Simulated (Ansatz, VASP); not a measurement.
# InP3: VASP beside Ansatz

```
CELL_PARAMETERS angstrom
3.41779 1.97326 3.54173
-3.41779 1.97326 3.54173
0.00000 -3.94652 3.54173
ATOMIC_POSITIONS crystal
In 0.27328 0.27328 0.27328
In 0.72672 0.72672 0.72672
P 0.79471 0.24119 0.79471
P 0.79471 0.79471 0.24119
P 0.24119 0.79471 0.79471
P 0.20529 0.75881 0.20529
P 0.75881 0.20529 0.20529
P 0.20529 0.20529 0.75881
```

Change from the starting cell: strain -0.080 along x and y, +0.080 along z, atoms carried along.

Alike in both runs: task single point; functional PBEsol; k mesh 6 × 6 × 6; occupations gaussian, width 0.15 eV; no spin polarisation.

|  | VASP | Ansatz |
| --- | --- | --- |
| version | VASP 6.6.1 | Ansatz 0.2.0 |
| potentials or method | VASP PAW PBE potentials, release 64 (In_d, P), cutoff 520 eV | scalar-relativistic, plane waves, PAW |
| valence electrons in the cell | 56 | 56 |

VASP gave:

```
gap on the k mesh at the Fermi level (eV)                     : none
pressure (GPa)                                                : 13.1
traceless stress, the component that is largest in VASP (GPa) : -12.62
rms of the force components (eV/Å)                            : 0.461
```

Q: Estimate Ansatz's values.

A: gap on the k mesh at the Fermi level (eV): none; pressure (GPa): 13.1; traceless stress, the component that is largest in VASP (GPa): -12.64; rms of the force components (eV/Å): 0.473.

VASP's potentials were made for PBE, not for PBEsol. Atom by atom the forces differ by 0.017 eV/Å (rms over components). A gap of «none» marks a metal or a gap that the smearing closes. The functional is the same, so the differences come from potentials, cutoffs and numerics.
